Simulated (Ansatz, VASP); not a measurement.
EuS in VASP and in Ansatz

File POSCAR:

```
EuS
1.0
    0.0000000000      2.9785000000      2.9785000000
    2.9785000000      0.0000000000      2.9785000000
    2.9785000000      2.9785000000      0.0000000000
Eu S
1 1
Direct
    0.0000000000      0.0000000000      0.0000000000
    0.5000000000      0.5000000000      0.5000000000
```

File INCAR.step1:

```
  PREC = Accurate
  ENCUT = 800
  ISMEAR = -1
  SIGMA = 0.1
  LREAL = F
  LASPH = T
  NELM = 200
  ISPIN = 2
  MAGMOM = 7 0
  LMAXMIX = 6
  NBANDS = 22
  GGA = PE
  ALGO = Normal
  EDIFF = 1E-5
  LWAVE = T
  LCHARG = F
  GGA_COMPAT = F
```

File INCAR.step2:

```
  PREC = Accurate
  ENCUT = 800
  EDIFF = 1E-6
  ISMEAR = -1
  SIGMA = 0.1
  LREAL = F
  LASPH = T
  NELM = 200
  ALGO = Normal
  ISIF = 2
  LWAVE = F
  LCHARG = T
  ISPIN = 2
  MAGMOM = 7 0
  LORBIT = 11
  LMAXMIX = 6
  METAGGA = R2SCAN
  LMIXTAU = T
  LELF = T
  LVHAR = T
  NBANDS = 22
  ISTART = 1
  GGA_COMPAT = F
```

File KPOINTS:

```
regular mesh
0
Gamma
  7 7 7
```

Input for Ansatz:

```yaml
crystal:
  lattice:
    - [0.0, 2.9785, 2.9785]
    - [2.9785, 0.0, 2.9785]
    - [2.9785, 2.9785, 0.0]
  atoms:
    - { symbol: Eu, position: [0.0, 0.0, 0.0] }
    - { symbol: S, position: [0.5, 0.5, 0.5] }
kpoints:
  mp_grid:
    grid: [7, 7, 7]
hamiltonian:
  xc: r2scan
magnetization:
  spin_polarized: true
  per_species:
    Eu: 7.0
scf:
  occupations:
    method: fermi_dirac
output:
  stress: true
```

Alike in both runs: task single point; functional r2SCAN; k mesh 7 × 7 × 7; collinear spin.

```csv
,VASP,Ansatz
version,VASP 6.6.1,Ansatz 0.2.0
potentials or method,"VASP PAW PBE potentials, release 64 (Eu, S)","plane waves, PAW"
plane-wave cutoff (eV),800,500
occupations,"fermi-dirac, width 0.1 eV",fermi-dirac
valence electrons in the cell,23,23
```

|  | VASP | Ansatz | Ansatz less VASP |
| --- | --- | --- | --- |
| pressure (GPa) | -2.6 | -2.2 | +0.40 |
| net moment per atom (μB) | 3.49 | 3.49 | +0.002 |
| size of the moment on the site where the two differ most (μB) | 6.52 | 6.80 | +0.281 |

VASP's potentials were made for PBE, not for r2SCAN. Site moments also hang on the region over which each program counts them. Ansatz's warnings: stability check not made.

Spin-orbit coupling is off throughout.
